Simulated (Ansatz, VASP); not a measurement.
Given: the input of a run of VASP 6.6.1 on Na.

Contents of INCAR:

```
PREC = Accurate
ENCUT = 520
EDIFF = 1E-6
ISMEAR = -1
SIGMA = 0.05
LREAL = F
LASPH = T
NELM = 60
ALGO = Normal
ISIF = 2
LWAVE = F
LCHARG = T
GGA = PS
LELF = T
LVHAR = T
NBANDS = 22
```

File KPOINTS:

```
Automatic mesh
0
Gamma
  8 8 3
```

File POSCAR:

```
Na
1.0
    3.7248896839      0.0000000000      0.0000000000
   -1.8624448419      3.2258490925      0.0000000000
    0.0000000000      0.0000000000     12.6203525792
Na
4
Direct
    0.6666666667      0.3333333333      0.7500000000
    0.0000000000      0.0000000000      0.5000000000
    0.3333333333      0.6666666667      0.2500000000
    0.0000000000      0.0000000000      0.0000000000
```

Potentials or basis: VASP PAW PBE potentials, release 64 (Na_pv).

Command:

```sh
$ cat potpaw_PBE.64/Na_pv/POTCAR > POTCAR
$ mpirun -np 1 vasp_std > vasp.out
```

Task: Set up the same calculation for Ansatz 0.2.0. Potentials there: all-electron LAPW, scalar-relativistic.

Result: As run (the cutoff follows the program's own potentials):

input.yaml

```yaml
crystal:
  lattice:
    - [3.7248896839, 0.0, 0.0]
    - [-1.8624448419, 3.2258490925, 0.0]
    - [0.0, 0.0, 12.6203525792]
  atoms:
    - { symbol: Na, position: [0.6666666667, 0.3333333333, 0.75] }
    - { symbol: Na, position: [0.0, 0.0, 0.5] }
    - { symbol: Na, position: [0.3333333333, 0.6666666667, 0.25] }
    - { symbol: Na, position: [0.0, 0.0, 0.0] }
kpoints:
  mp_grid: { grid: [8, 8, 3] }
scf:
  occupations: { method: fermi_dirac, width: 0.05 }
hamiltonian:
  xc: pbesol
  pseudopotentials: { kind: all_electron, lapw: { basis_error: 0.001 } }
output:
  forces: true
  stress: true
  eigenvalues: true
```

Potentials or basis: all-electron LAPW, scalar-relativistic.

Launch:

```console
$ ansatz run input.yaml --threads 2 --pin off --max-ram 8192MiB --backend cpu --events-out ev --progress --plain --runs-dir out
```

Both were run:

|  | VASP | Ansatz | Ansatz less VASP |
| --- | --- | --- | --- |
| gap on the k mesh at the Fermi level (eV) | none | none | - |
| pressure (GPa) | -0.3 | -0.3 | 0.00 |
| traceless stress, the component that is largest in VASP (GPa) | -0.62 | -0.61 | +0.003 |

VASP's potentials were made for PBE, not for PBEsol. A gap of «none» marks a metal or a gap that the smearing closes. Ansatz ran all-electron here, and VASP with PAW potentials.
